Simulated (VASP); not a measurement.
A run of VASP 6.6.1 is set up as follows.

File INCAR:

```
SYSTEM = BP
PREC = Accurate ; ENCUT = 500
EDIFF = 1E-6 ; ISMEAR = 0
SIGMA = 0.01 ; LREAL = .FALSE.
LASPH = .TRUE. ; NELM = 120
ALGO = Normal ; ISIF = 2
LWAVE = .FALSE. ; LCHARG = .FALSE.
GGA = PS ; NBANDS = 11
GGA_COMPAT = .FALSE.
```

Contents of KPOINTS:

```
regular mesh
0
G
  8 8 8
  0 0 0
```

Contents of POSCAR:

```
BP
1.0
    0.0000000000      2.2601345582      2.2601345582
    2.2601345582      0.0000000000      2.2601345582
    2.2601345582      2.2601345582      0.0000000000
B P
1 1
Direct
    0.0000000000      0.0000000000      0.0000000000
    0.2500000000      0.2500000000      0.2500000000
```

Potentials or basis: VASP PAW PBE potentials, release 64 (B, P).

Launch:

```console
$ cat potpaw_PBE.64/B/POTCAR potpaw_PBE.64/P/POTCAR > POTCAR
$ mpirun -np 1 vasp_std > vasp.out
```

(1) Predict the pressure.

(2) What does it give for the band gap on the k mesh?

Results:

(1) 0.1 GPa.

(2) 1.15 eV, indirect (least direct gap 3.37 eV).

Caveat: the PAW data sets were made with another functional, which shifts forces and pressure a little.
